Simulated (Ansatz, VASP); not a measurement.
**Ge2Sb2Te5 in VASP and in Ansatz**

The input INCAR:

```
  ALGO = Normal
  EDIFF = 1E-7
  ENCUT = 520
  GGA = PE
  ISIF = 2
  ISMEAR = -1
  LASPH = True
  LCHARG = False
  LREAL = False
  LWAVE = False
  NBANDS = 44
  NELM = 80
  PREC = Accurate
  SIGMA = 0.05
```

File KPOINTS:

```
k-points
0
Gamma
  5 5 4
```

POSCAR

```
Ge2Sb2Te5
1.0
    6.9291349524     -3.1063528111      0.0000000000
    6.9291349524      3.1063528111      0.0000000000
   -6.9208685848      0.0000000000      6.9377194520
Te Sb Ge
5 2 2
Direct
    0.5947020000      0.5947020000      0.3864330000
    0.7952880000      0.7952880000      0.1961120000
    0.0083240000      0.0083240000      0.0064350000
    0.2065190000      0.2065190000      0.8098030000
    0.3999590000      0.3999590000      0.5971180000
    0.9017080000      0.9017080000      0.5878730000
    0.1118700000      0.1118700000      0.4173520000
    0.2842870000      0.2842870000      0.1878300000
    0.4973430000      0.4973430000      0.0110440000
```

input.yaml

```yaml
crystal:
  lattice:
    - [6.9291349524, -3.1063528111, 0.0]
    - [6.9291349524, 3.1063528111, 0.0]
    - [-6.9208685848, 0.0, 6.937719452]
  atoms:
    - { symbol: Te, position: [0.594702, 0.594702, 0.386433] }
    - { symbol: Te, position: [0.795288, 0.795288, 0.196112] }
    - { symbol: Te, position: [0.008324, 0.008324, 0.006435] }
    - { symbol: Te, position: [0.206519, 0.206519, 0.809803] }
    - { symbol: Te, position: [0.399959, 0.399959, 0.597118] }
    - { symbol: Sb, position: [0.901708, 0.901708, 0.587873] }
    - { symbol: Sb, position: [0.11187, 0.11187, 0.417352] }
    - { symbol: Ge, position: [0.284287, 0.284287, 0.18783] }
    - { symbol: Ge, position: [0.497343, 0.497343, 0.011044] }
hamiltonian:
  xc: pbe
  pseudopotentials: { kind: paw }
kpoints:
  mp_grid: { grid: [5, 5, 4] }
scf:
  occupations: { method: fermi_dirac, width: 0.05 }
output:
  forces: true
  stress: true
  eigenvalues: true
  write_density: true
  write_potential: true
  elf: true
  volumetric_format: npy
```

Alike in both runs: task single point; functional PBE; k mesh 5 × 5 × 4; occupations fermi-dirac, width 0.05 eV; no spin polarisation.

|  | VASP | Ansatz |
| --- | --- | --- |
| version | VASP 6.6.1 | Ansatz 0.2.0 |
| potentials or method | VASP PAW PBE potentials, release 64 (Te, Sb, Ge_d) | Ansatz PAW |
| plane-wave cutoff (eV) | 520 | 420 |
| valence electrons in the cell | 68 | 138 |

```csv
,VASP,Ansatz,Ansatz less VASP
gap on the k mesh at the Fermi level (eV),0.29,0.29,+0.003
least direct gap on the mesh (eV),0.34,0.35,+0.004
pressure (GPa),-1.7,-1.7,+0.03
"traceless stress, the component that is largest in VASP (GPa)",-0.16,-0.14,+0.015
rms of the force components (eV/Å),0.097,0.100,+0.0031
```

Atom by atom the forces differ by 0.004 eV/Å (rms over components). VASP's potentials hold 68 valence electrons a cell and Ansatz's 138, so a difference there can come from the potentials and not from the codes.

Neither program's run includes spin-orbit coupling. Noted on Ansatz's run: odd divisions of the mesh miss points on the zone boundary, where band edges often lie, so the gap on the mesh can be too wide.
